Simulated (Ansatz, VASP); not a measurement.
# Two plane-wave programs on HfB2

INCAR

```
SYSTEM = HfB2
  PREC = Accurate
  ENCUT = 520
  EDIFF = 1E-6
  ISMEAR = -1
  SIGMA = 0.05
  LREAL = .FALSE.
  LASPH = .TRUE.
  NELM = 150
  ALGO = Normal
  ISIF = 2
  LWAVE = .FALSE.
  LCHARG = .FALSE.
  LNONCOLLINEAR = .TRUE.
  MAGMOM = 0 0 0 0 0 0 0 0 0
  LORBIT = 11
  LSORBIT = .TRUE.
  GGA_COMPAT = .FALSE.
  LORBMOM = .TRUE.
  LMAXMIX = 4
  GGA = PE
  NBANDS = 29
```

Contents of KPOINTS:

```
Automatic mesh
0
G
  10 10 8
  0 0 0
```

Contents of POSCAR:

```
HfB2
1.0
    3.1400000000      0.0000000000      0.0000000000
   -1.5700000000      2.7193197679      0.0000000000
    0.0000000000      0.0000000000      3.4800000000
Hf B
1 2
Direct
    0.0000000000      0.0000000000      0.0000000000
    0.6666666667      0.3333333333      0.5000000000
    0.3333333333      0.6666666667      0.5000000000
```

File input.yaml:

```yaml
crystal:
  lattice:
    - [3.14, 0.0, 0.0]
    - [-1.57, 2.7193197679, 0.0]
    - [0.0, 0.0, 3.48]
  atoms:
    - { symbol: Hf, position: [0.0, 0.0, 0.0] }
    - { symbol: B, position: [0.6666666667, 0.3333333333, 0.5] }
    - { symbol: B, position: [0.3333333333, 0.6666666667, 0.5] }
hamiltonian:
  xc: pbe
  pseudopotentials: { kind: paw_fr }
magnetization:
  noncollinear: true
  spin_orbit: true
kpoints:
  mp_grid: { grid: [10, 10, 8] }
  band_path:
    path:
      - [[0.0, 0.0, 0.0], [0.5, 0.0, 0.0], [0.3333333333, 0.3333333333, 0.0], [0.0, 0.0, 0.0], [0.0, 0.0, 0.5], [0.5, 0.0, 0.5], [0.3333333333, 0.3333333333, 0.5], [0.0, 0.0, 0.5]]
      - [[0.5, 0.0, 0.5], [0.5, 0.0, 0.0]]
      - [[0.3333333333, 0.3333333333, 0.0], [0.3333333333, 0.3333333333, 0.5]]
    npoints: 14
scf:
  occupations: { method: fermi_dirac, width: 0.05 }
  n_extra_bands: 7
output:
  forces: true
  stress: true
  eigenvalues: true
  fatbands: false
```

Alike in both runs: functional PBE; k mesh 10 × 10 × 8; occupations fermi-dirac, width 0.05 eV; non-collinear spin, spin-orbit coupling.

|  | VASP | Ansatz |
| --- | --- | --- |
| version | VASP 6.6.1 | Ansatz 0.2.0 |
| potentials or method | VASP PAW PBE potentials, release 64 (Hf_pv, B) | Ansatz PAW |
| plane-wave cutoff (eV) | 520 | 420 |
| valence electrons in the cell | 16 | 32 |
| task | single point | band structure |

```csv
,VASP,Ansatz,Ansatz less VASP
pressure (GPa),1.0,1.0,-0.01
"traceless stress, the component that is largest in VASP (GPa)",0.52,0.12,-0.397
net moment per atom (μB),0.00,0.00,0.000
```

The functional is the same, so the differences come from potentials, cutoffs and numerics. VASP's potentials hold 16 valence electrons a cell and Ansatz's 32, so a difference there can come from the potentials and not from the codes.
